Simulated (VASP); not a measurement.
# HF in VASP: notebook

Runs on HF. Level: PBEsol. Tasks: single point.

All numbers are computed with VASP 6.6.1; they aren't measurements. Logs are shortened: lines on timing, memory, paths and dates and some standing lists are left out, and cuts for length are marked.

**1. The cell of the first run**

The cell holds an amorphous packing of atoms, 12 atoms: a = 5.465 Å, b = 5.465 Å, c = 5.465 Å, α = 90.00°, β = 90.00°, γ = 90.00°.

**2. Single point, PBEsol**

File INCAR:

```
SYSTEM = HF
PREC = Accurate
ENCUT = 910
EDIFF = 1E-6
ISMEAR = -1
SIGMA = 0.02
LREAL = .False.
LASPH = .True.
NELM = 120
ALGO = Normal
ISIF = 2
LWAVE = .False.
LCHARG = .False.
GGA = PS
NBANDS = 36
GGA_COMPAT = .False.
```

File KPOINTS:

```
regular mesh
0
Gamma
  1 1 1
  0 0 0
```

File POSCAR:

```
HF
1.0
    5.4647890000      0.0000000000      0.0000000000
    0.0000000000      5.4647890000      0.0000000000
    0.0000000000      0.0000000000      5.4647890000
F H
6 6
Direct
    0.0294064419      0.0562693271      1.0577169585
    0.5132860573      0.6915729043      0.6601535759
    0.7416571802      0.2470177714      0.7687945500
    0.8365190312      0.9222313981      0.4188450826
    0.2206489583      0.4719486882      0.3980208568
    0.5937832183      0.4310321954      0.2216188036
   -0.1011749950      0.1285685504      0.9537239224
    0.5958693007      0.7559303754      0.5085283256
    0.7492329530      0.1091167472      0.6534744525
    0.9325154183      0.9934509823      0.2780345225
    0.3116131291      0.5641022920      0.5032948207
    0.4194489485      0.4228708556      0.2496528228
```

Potentials or basis: VASP PAW PBE potentials, release 64 (F_h, H_h).

Started as:

```bash
cat potpaw_PBE.64/F_h/POTCAR potpaw_PBE.64/H_h/POTCAR > POTCAR
mpirun -np 1 vasp_gam > vasp.out
```

OUTCAR:

```text
SYSTEM = HF
   PREC = Accurate
   ENCUT = 910
   EDIFF = 1E-6
   ISMEAR = -1
   LREAL = .False.
   LASPH = .True.
   NELM = 120
   ISIF = 2
   GGA = PS

 ion  position               nearest neighbor table
   1  0.029  0.056  0.058-   7 0.99
   2  0.513  0.692  0.660-   8 1.01
   3  0.742  0.247  0.769-   9 0.98
   4  0.837  0.922  0.419-  10 1.01
   5  0.221  0.472  0.398-  11 0.91
   6  0.594  0.431  0.222-  12 0.97
   7  0.899  0.129  0.954-   1 0.99
   8  0.596  0.756  0.509-   2 1.01
   9  0.749  0.109  0.653-   3 0.98
  10  0.933  0.993  0.278-   4 1.01
  11  0.312  0.564  0.503-   5 0.91
  12  0.419  0.423  0.250-   6 0.97

  LATTYP: Found a simple cubic cell.
 ALAT       =     5.4647890000

  Lattice vectors:

 A1 = (   5.4647890000,   0.0000000000,   0.0000000000)
 A2 = (   0.0000000000,   5.4647890000,   0.0000000000)
 A3 = (   0.0000000000,   0.0000000000,   5.4647890000)

Analysis of symmetry for initial positions (statically):
=====================================================================
 Subroutine PRICEL returns:
 Original cell was already a primitive cell.

 Routine SETGRP: Setting up the symmetry group for a
 simple cubic supercell.

 Subroutine GETGRP returns: Found  1 space group operations
 (whereof  1 operations were pure point group operations)
 out of a pool of 48 trial point group operations.

The static configuration has the point symmetry C_1 .

Analysis of symmetry for dynamics (positions and initial velocities):
=====================================================================
 Subroutine PRICEL returns:
 Original cell was already a primitive cell.

 Routine SETGRP: Setting up the symmetry group for a
 simple cubic supercell.

 Subroutine GETGRP returns: Found  1 space group operations
 (whereof  1 operations were pure point group operations)
 out of a pool of 48 trial point group operations.

The dynamic configuration has the point symmetry C_1 .

 Subroutine INISYM returns: Found  1 space group operations
 (whereof  1 operations are pure point group operations),
 and found     1 'primitive' translations

----------------------------------------------------------------------------------------

                                     Primitive cell

  volume of cell :     163.2000

  direct lattice vectors                    reciprocal lattice vectors
     5.464789000  0.000000000  0.000000000     0.182989682  0.000000000  0.000000000
     0.000000000  5.464789000  0.000000000     0.000000000  0.182989682  0.000000000
     0.000000000  0.000000000  5.464789000     0.000000000  0.000000000  0.182989682

  length of vectors
     5.464789000  5.464789000  5.464789000     0.182989682  0.182989682  0.182989682

  position of ions in fractional coordinates (direct lattice)
     0.029406442  0.056269327  0.057716959
     0.513286057  0.691572904  0.660153576
     0.741657180  0.247017771  0.768794550
     0.836519031  0.922231398  0.418845083
     0.220648958  0.471948688  0.398020857
     0.593783218  0.431032195  0.221618804
     0.898825005  0.128568550  0.953723922
     0.595869301  0.755930375  0.508528326
     0.749232953  0.109116747  0.653474452
     0.932515418  0.993450982  0.278034523
     0.311613129  0.564102292  0.503294821
     0.419448948  0.422870856  0.249652823

  ion indices of the primitive-cell ions
   primitive index   ion index
                 1           1
                 2           2
                 3           3
                 4           4
                 5           5
                 6           6
                 7           7
                 8           8
                 9           9
                10          10
                11          11
                12          12

----------------------------------------------------------------------------------------

 KPOINTS: regular mesh

Automatic generation of k-mesh.
 Grid dimensions read from file:
 generate k-points for:    1    1    1

 Generating k-lattice:

  Cartesian coordinates                     Fractional coordinates (reciprocal lattice)
     0.182989682  0.000000000  0.000000000     1.000000000  0.000000000  0.000000000
     0.000000000  0.182989682  0.000000000     0.000000000  1.000000000  0.000000000
     0.000000000  0.000000000  0.182989682     0.000000000  0.000000000  1.000000000

  Length of vectors
     0.182989682  0.182989682  0.182989682

  Shift w.r.t. Gamma in fractional coordinates (k-lattice)
     0.000000000  0.000000000  0.000000000

 Subroutine IBZKPT returns following result:
 ===========================================

 Found      1 irreducible k-points:

 Following reciprocal coordinates:
            Coordinates               Weight
  0.000000  0.000000  0.000000      1.000000
   k-points           NKPTS =      1   k-points in BZ     NKDIM =      1   number of bands    NBANDS=     36
   number of dos      NEDOS =    301   number of ions     NIONS =     12
   total plane-waves  NPLWV = 157464
   dimension x,y,z NGX =    54 NGY =   54 NGZ =   54
   dimension x,y,z NGXF=   108 NGYF=  108 NGZF=  108
   ions per type =               6   6
   NGX,Y,Z   is equivalent  to a cutoff of  16.43, 16.43, 16.43 a.u.
   NGXF,Y,Z  is equivalent  to a cutoff of  32.85, 32.85, 32.85 a.u.
 SYSTEM =  HF
   PREC   = accura    normal or accurate (medium, high low for compatibility)
   ISTART =      0    job   : 0-new  1-cont  2-samecut
   ICHARG =      2    charge: 1-file 2-atom 10-const
   ISPIN  =      1    spin polarized calculation?
   LNONCOLLINEAR =      F non collinear calculations
   LSORBIT =      F    spin-orbit coupling
   LASPH  =      T    aspherical Exc in radial PAW
   ENCUT  =  910.0 eV  66.88 Ry    8.18 a.u.  13.44 13.44 13.44*2*pi/ulx,y,z
   NELM   =    120;   NELMIN=  2; NELMDL= -5     # of ELM steps
   EDIFF  = 0.1E-05   stopping-criterion for ELM
   LREAL  =      F    real-space projection
   EDIFFG = 0.1E-04   stopping-criterion for IOM
   NSW    =      0    number of steps for IOM
   IBRION =     -1    ionic relax: 0-MD 1-quasi-New 2-CG
   NFREE  =      0    steps in history (QN), initial steepest desc. (CG)
   ISIF   =      2    stress and relaxation
   ISYM   =      2    0-nonsym 1-usesym 2-fastsym
   POTIM  = 0.5000    time-step for ionic-motion
   TEBEG  =    0.0;   TEEND  =   0.0 temperature during run
   PSTRESS=    0.0 pullay stress
   NELECT =      48.0000    total number of electrons
   NUPDOWN=      -1.0000    fix difference up-down
   EMIN   =  10.00;   EMAX   =-10.00  energy-range for DOS
   EFERMI =   0.00;   METHOD = LEGACY
   ISMEAR =    -1;   SIGMA  =   0.02  broadening in eV -4-tet -1-fermi 0-gaus
   EFERMI_NEDOS =   21; number of points for ismear=-14 and -15
   IALGO  =     38    algorithm
   IMIX   =      4    mixing-type and parameters
     AMIX     =   0.40;   BMIX     =  1.00
     AMIX_MAG =   1.60;   BMIX_MAG =  1.00
  volume/ion in A,a.u.               =      13.60        91.78
  Fermi-wavevector in a.u.,A,eV,Ry     =   1.088717  2.057378 16.127063  1.185306
  Thomas-Fermi vector in A             =   2.224905
   LORBIT       =      0    0 simple, 1 ext, 2 COOP (PROOUT), +10 PAW based schemes
   GGA     = PS    functional components
   LHFCALC =     F    Hartree Fock is set to
   AEXX    =    0.0000 exact exchange contribution
   IVDW    =     0    specifies the selected vdW correction
   LEPSILON=     F    determine dielectric tensor
   LRPA    =     F    only Hartree local field effects (RPA)
 non-spin polarized calculation
  energy-cutoff  :      910.00
  volume of cell :      163.20
 maximum number of plane-waves:      5066
 NGX is ok and might be reduce to    54
   NGX = 27   NGY = 27   NGZ = 27

 number of electron      48.0000008 magnetization

 Free energy of the ion-electron system (eV)
  ---------------------------------------------------
  ext. energy  EPLUGINS =         0.00000000
  ---------------------------------------------------
  free energy    TOTEN  =       -49.51837405 eV

  energy without entropy =      -49.51837405  energy(sigma->0) =      -49.51837405

 E-fermi :  -4.9309     XC(G=0):  -6.2226

 val. band max:       -5.4285221374   @ k =   0.0000   0.0000   0.0000
 cond. band min:       1.0492619518   @ k =   0.0000   0.0000   0.0000
 fundamental gap:      6.4777840893
 Fermi energy:        -4.9308788219

 k-point     1 :       0.0000    0.0000    0.0000
  band No.  band energies     occupation
      1     -28.0564      2.00000
      2     -27.9189      2.00000
      3     -27.1828      2.00000
      4     -27.0008      2.00000
      5     -26.6839      2.00000
      6     -25.4541      2.00000
      7     -12.2536      2.00000
      8     -11.4573      2.00000
      9     -11.2456      2.00000
     10     -10.5339      2.00000
     11     -10.0696      2.00000
     12      -9.8763      2.00000
     13      -7.7445      2.00000
     14      -7.7199      2.00000
     15      -7.5443      2.00000
     16      -7.3067      2.00000
     17      -7.2375      2.00000
     18      -7.1571      2.00000
     19      -7.1281      2.00000
     20      -7.0265      2.00000
     21      -6.8439      2.00000
     22      -6.5869      2.00000
     23      -5.5748      2.00000
     24      -5.4285      2.00000
     25       1.0493      0.00000
     26       5.1094      0.00000
     27       5.4046      0.00000
     28       6.2430      0.00000
     29       6.3334      0.00000
     30       6.7945      0.00000
     31       6.8692      0.00000
     32       7.8885      0.00000
     33       8.4500      0.00000
     34       8.8665      0.00000
     35       9.4229      0.00000
     36       9.6137      0.00000

------------------------ aborting loop because EDIFF is reached ----------------------------------------

  FORCE on cell =-STRESS in cart. coord.  units (eV):
  Direction    XX          YY          ZZ          XY          YZ          ZX
  --------------------------------------------------------------------------------------
  -------------------------------------------------------------------------------------
  Total        2.0018291     -0.4261916     -0.1557874      0.7980873      1.3502792      0.5910033
  in kB       19.6524814     -4.1840348     -1.5294055      7.8350318     13.2560445      5.8020341
  external PRESSURE =       4.6463470 kB  Pullay stress =       0.0000000 kB

 VOLUME and BASIS-vectors are now :
 -----------------------------------------------------------------------------
  energy-cutoff  :      910.00
  volume of cell :      163.20
      direct lattice vectors                 reciprocal lattice vectors
     5.464789000  0.000000000  0.000000000     0.182989682  0.000000000  0.000000000
     0.000000000  5.464789000  0.000000000     0.000000000  0.182989682  0.000000000
     0.000000000  0.000000000  5.464789000     0.000000000  0.000000000  0.182989682

 POSITION                                       TOTAL-FORCE (eV/Angst)
 -----------------------------------------------------------------------------------
      0.16070      0.30750      0.31541        -0.045189      0.090482      0.026352
      2.80500      3.77930      3.60760         0.395789      0.915252     -1.809190
      4.05300      1.34990      4.20130         0.293486     -1.402720     -0.288752
      4.57140      5.03980      2.28890        -0.232441      0.165171      0.701783
      1.20580      2.57910      2.17510        -2.786101     -1.524982     -1.469667
      3.24490      2.35550      1.21110         0.832987     -0.112309     -0.549139
      4.91189      0.70260      5.21190         0.060641      0.409108     -0.002090
      3.25630      4.13100      2.77900        -0.167425     -0.713464      1.544361
      4.09440      0.59630      3.57110         0.110868      0.879066     -0.051355
      5.09600      5.42900      1.51940        -0.320737     -0.147699     -0.322487
      1.70290      3.08270      2.75040         1.572213      1.550143      2.336825
      2.29220      2.31090      1.36430         0.285911     -0.108048     -0.116641
 -----------------------------------------------------------------------------------
    total drift:                               -0.004119      0.003464     -0.002453

  FREE ENERGIE OF THE ION-ELECTRON SYSTEM (eV)
  ---------------------------------------------------
  free  energy   TOTEN  =       -49.5183740459 eV

  energy  without entropy=      -49.5183740459  energy(sigma->0) =      -49.51837405
```

Run time: 26 s. Hardware: 1 thread of Intel Xeon Platinum 8375C at 2.90GHz (Ice Lake), shared host; peak memory 0.36 GiB.

Results:

```
Free energy            : -49.5184 eV
Pressure               : 0.5 GPa
Largest force          : 3.500 eV/Å
Band gap on the k mesh : 6.48 eV
```

Forces on the atoms (eV/Å):
```
F   -0.045  0.090  0.026
F    0.396  0.915 -1.809
F    0.293 -1.403 -0.289
F   -0.232  0.165  0.702
F   -2.786 -1.525 -1.470
F    0.833 -0.112 -0.549
H    0.061  0.409 -0.002
H   -0.167 -0.713  1.544
H    0.111  0.879 -0.051
H   -0.321 -0.148 -0.322
H    1.572  1.550  2.337
H    0.286 -0.108 -0.117
```

Stress tensor (GPa, compression positive):
```
 1.97  0.78  0.58
 0.78 -0.42  1.33
 0.58  1.33 -0.15
```

Levels at points of the mesh, in eV from the valence-band top:
| k point | band 20 | band 21 | band 22 | band 23 | band 24 | band 25 | band 26 | band 27 | band 28 | band 29 |
| --- | --- | --- | --- | --- | --- | --- | --- | --- | --- | --- |
| (0.00, 0.00, 0.00) | -1.60 | -1.42 | -1.16 | -0.15 | 0.00 | 6.48 | 10.54 | 10.83 | 11.67 | 11.76 |

Caveat: the k points lie up to 1.15 Å⁻¹ apart; the cutoff is under 1.25 times the usual one of these potentials, so pressure, stress and relaxed cells hold a basis-set (Pulay) error; the PAW data sets were made with another functional, which shifts forces and pressure a little.

**3. Single point, PBEsol**

INCAR is that of step 2.

File KPOINTS:

```
Automatic mesh
0
Gamma
  1 1 1
  0 0 0
```

File POSCAR:

```
HF
1.0
    5.4647890000      0.0000000000      0.0000000000
    0.0000000000      5.4647890000      0.0000000000
    0.0000000000      0.0000000000      5.4647890000
F H
6 6
Direct
   -0.0105951026      0.0816865939      1.0796574214
    0.4968901819      0.7397723865      0.6082577022
    0.7753089827      0.2268340095      0.7508981591
    0.8462540823      0.9512352627      0.4435669886
    0.2032283406      0.4680693070      0.4282873502
    0.6068486816      0.4122574540      0.1404811787
   -0.1220724167      0.1511311782      0.9301731503
    0.6463561539      0.7943399096      0.5424912105
    0.8371777941      0.1408654570      0.5964365687
    0.9058355227      1.0076509816      0.2503847816
    0.3217873554      0.5786133737      0.5014283260
    0.4406208547      0.4157525570      0.2035394230
```

Potentials or basis: VASP PAW PBE potentials, release 64 (F_h, H_h).

Started as:

```bash
cat potpaw_PBE.64/F_h/POTCAR potpaw_PBE.64/H_h/POTCAR > POTCAR
mpirun -np 1 vasp_gam > vasp.out
```

It took 21 s on 1 thread of Intel Xeon Platinum 8375C at 2.90GHz (Ice Lake), shared host; peak memory 0.35 GiB.

The run converged. Its results:

```yaml
Free_energy: -49.9877 eV
Pressure: 0.8 GPa
Largest_force: 1.620 eV/Å
Band_gap_on_the_k_mesh: 7.23 eV
```

Forces on the atoms (eV/Å):
```
F    0.477 -0.015 -0.455
F   -1.232 -0.402  0.973
F    0.115  0.482 -0.090
F    0.237 -0.045 -0.149
F    0.128 -0.261 -0.476
F   -1.106  0.091  0.542
H   -0.052  0.061  0.062
H    1.138  0.498 -0.835
H   -0.316 -0.469  0.131
H   -0.128  0.049  0.308
H    0.009  0.063  0.138
H    0.731 -0.054 -0.147
```

Stress tensor (GPa, compression positive):
```
 0.13  0.61 -0.17
 0.61  0.64  0.58
-0.17  0.58  1.57
```

Levels at points of the mesh, in eV from the valence-band top:
| k point | band 20 | band 21 | band 22 | band 23 | band 24 | band 25 | band 26 | band 27 | band 28 | band 29 |
| --- | --- | --- | --- | --- | --- | --- | --- | --- | --- | --- |
| (0.00, 0.00, 0.00) | -1.06 | -0.47 | -0.31 | -0.06 | 0.00 | 7.23 | 11.46 | 12.04 | 12.13 | 12.35 |

Caveat: the k points lie up to 1.15 Å⁻¹ apart; the cutoff is under 1.25 times the usual one of these potentials, so pressure, stress and relaxed cells hold a basis-set (Pulay) error; the PAW data sets were made with another functional, which shifts forces and pressure a little.

**4. Single point, PBEsol**

File INCAR:

```
PREC     = Accurate       # precision mode
ENCUT    = 910            # plane-wave cutoff, eV
EDIFF    = 1E-6           # SCF threshold, eV
ISMEAR   = -1             # smearing method
SIGMA    = 0.02           # smearing width, eV
LREAL    = False          # projectors in reciprocal space
LASPH    = True           # aspherical terms in the spheres
NELM     = 120            # most SCF steps
ALGO     = Normal         # electronic algorithm
ISIF     = 2              # what is computed and relaxed
LWAVE    = False          # write WAVECAR
LCHARG   = False          # write CHGCAR
GGA      = PS             # functional
NBANDS   = 36             # bands
GGA_COMPAT= False
```

File KPOINTS:

```
regular mesh
0
Gamma
  1 1 1
```

File POSCAR:

```
HF
1.0
    5.4647890000      0.0000000000      0.0000000000
    0.0000000000      5.4647890000      0.0000000000
    0.0000000000      0.0000000000      5.4647890000
F H
6 6
Direct
    0.0230932978      0.1078907164      1.0620355150
    0.4255608039      0.7795360443      0.5983579604
    0.8258324338      0.2775221514      0.7154713567
    0.8438020205      0.9433667064      0.4572363178
    0.2327811742      0.4414626072      0.3819543627
    0.5668288382      0.3760437960      0.1229507672
   -0.1176806643      0.2347574627      0.8902631007
    0.5856035796      0.8121631046      0.5419605405
    0.8430334639      0.0750989654      0.6007185273
    0.9486551082      1.0860620602      0.2263399374
    0.3074592633      0.5708729102      0.4701553893
    0.4102811655      0.3562626114      0.2032649385
```

Started as:

```bash
cat potpaw_PBE.64/F_h/POTCAR potpaw_PBE.64/H_h/POTCAR > POTCAR
mpirun -np 1 vasp_gam > vasp.out
```

Wall time 33 s (1 thread of Intel Xeon Platinum 8259CL at 2.50GHz (Skylake/Cascade Lake), shared host); peak memory 0.36 GiB.

The run converged. Its results:

```
Free energy            : -49.9608 eV
Pressure               : 0.1 GPa
Largest force          : 1.559 eV/Å
Band gap on the k mesh : 6.70 eV
```

Forces on the atoms (eV/Å):
```
F   -0.318  0.123  0.770
F   -0.718 -0.232  0.341
F    0.196 -0.274  0.954
F   -0.121  0.237  0.351
F   -1.162 -1.005 -0.262
F    0.358 -0.338 -0.332
H   -0.094  0.066 -0.627
H    0.930  0.272 -0.459
H   -0.011  0.186 -0.851
H    0.072 -0.333 -0.540
H    0.548  0.937  0.610
H    0.320  0.359  0.045
```

Stress tensor (GPa, compression positive):
```
 0.82  0.47 -0.38
 0.47 -0.01  1.30
-0.38  1.30 -0.59
```

Levels at points of the mesh, in eV from the valence-band top:
```csv
k point,band 21,band 22,band 23,band 24,band 25,band 26,band 27,band 28
"(0.00, 0.00, 0.00)",-1.32,-1.12,-0.09,0.00,6.70,11.26,11.37,11.59
```

Caveat: the k points lie up to 1.15 Å⁻¹ apart; the cutoff is under 1.25 times the usual one of these potentials, so pressure, stress and relaxed cells hold a basis-set (Pulay) error; the PAW data sets were made with another functional, which shifts forces and pressure a little.
